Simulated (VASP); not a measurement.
Wanted: the native input for a VASP 6.6.1 run.

- Task: single point
- Functional: PBE
- Dispersion: D3(BJ)
- Potentials or basis: VASP PAW PBE potentials, release 64 (Rb_sv)
- Cutoff: 520 eV
- k mesh: 12 × 12 × 12
- Occupations: gaussian, width 0.15 eV
- Spin: no spin polarisation
- Dipole correction: no
- Further INCAR settings: ALGO = Fast; EDIFF = 1e-06; NBANDS = 10

The structure of Rb lies in POSCAR:

```
Rb
1.0
    0.0000000000      3.6398846700      3.7854800568
    3.6398846700      0.0000000000      3.7854800568
    3.6398846700      3.6398846700      0.0000000000
Rb
1
Direct
    0.0000000000      0.0000000000      0.0000000000
```

This cell differs from its parent crystal: strain +0.000 along x and y, +0.040 along z.

These files were run (other wordings do the same):

INCAR

```
  PREC = Accurate
  ENCUT = 520
  EDIFF = 1E-6
  ISMEAR = 0
  SIGMA = 0.15
  LREAL = F
  LASPH = T
  NELM = 100
  ALGO = Fast
  ISIF = 2
  LWAVE = F
  LCHARG = F
  GGA = PE
  IVDW = 12
  NBANDS = 10
```

KPOINTS

```
Automatic mesh
0
Gamma
  12 12 12
```

Potentials or basis: VASP PAW PBE potentials, release 64 (Rb_sv).

Command:

```sh
$ cat potpaw_PBE.64/Rb_sv/POTCAR > POTCAR
$ mpirun -np 1 vasp_std > vasp.out
```

Results of the run:

```
Pressure                   : -0.4 GPa
Band gap on the k mesh     : zero (an odd number of electrons rules out a gap without spin polarisation)
Dispersion energy per atom : -0.092 eV
```

Caveat: the cell differs from its parent crystal (strain +0.000 along x and y, +0.040 along z).

It took 82 s on 1 thread of Intel(R) Xeon(R) Platinum 8488C (Sapphire Rapids) (shared host), peak memory 0.34 GiB.
